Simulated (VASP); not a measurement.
TiO2, 6 atoms in the cell. Symmetry: P4_2/mnm, No. 136, tetragonal system. The conventional cell has a = 4.432 Å, b = 4.432 Å, c = 2.871 Å, α = 90.00°, β = 90.00°, γ = 90.00°. Ti (site symmetry mmm) has 6 O at 1.89 to 1.90 Å within 2.5 Å. O (site symmetry m2m) has 3 Ti at 1.89 to 1.90 Å and 1 O at 2.48 Å within 2.5 Å.  This cell differs from its parent crystal: equal strain along all axes, cell held: -4.5 %, then relaxed in part.

| Property | Result |
| --- | --- |
| Program | VASP 6.6.1 |
| Task | single point |
| Functional | PBE |
| Potentials or basis | VASP PAW PBE potentials, release 64 (Ti_sv, O) |
| Cutoff | 520 eV |
| k mesh | 6 × 6 × 10 |
| Occupations | gaussian, width 0.02 eV |
| Spin | no spin polarisation |
| Hubbard terms | Ti d U = 4.0 eV |
| Dipole correction | no |
| Further INCAR settings | ALGO = Normal; EDIFF = 1e-06; NBANDS = 33 |

Potentials or basis: VASP PAW PBE potentials, release 64 (Ti_sv, O).

Command:

```sh
$ cat potpaw_PBE.64/Ti_sv/POTCAR potpaw_PBE.64/O/POTCAR > POTCAR
$ mpirun -np 1 vasp_std > vasp.out
```

Hardware: 1 thread of Intel Xeon 8259CL (shared host).

**Question.** How long does it take, and how much memory?

**Answer.** Wall time 3 min on 1 thread of Intel Xeon 8259CL (shared host), peak memory 0.23 GiB. Counts: scf iterations 15, k points 60.
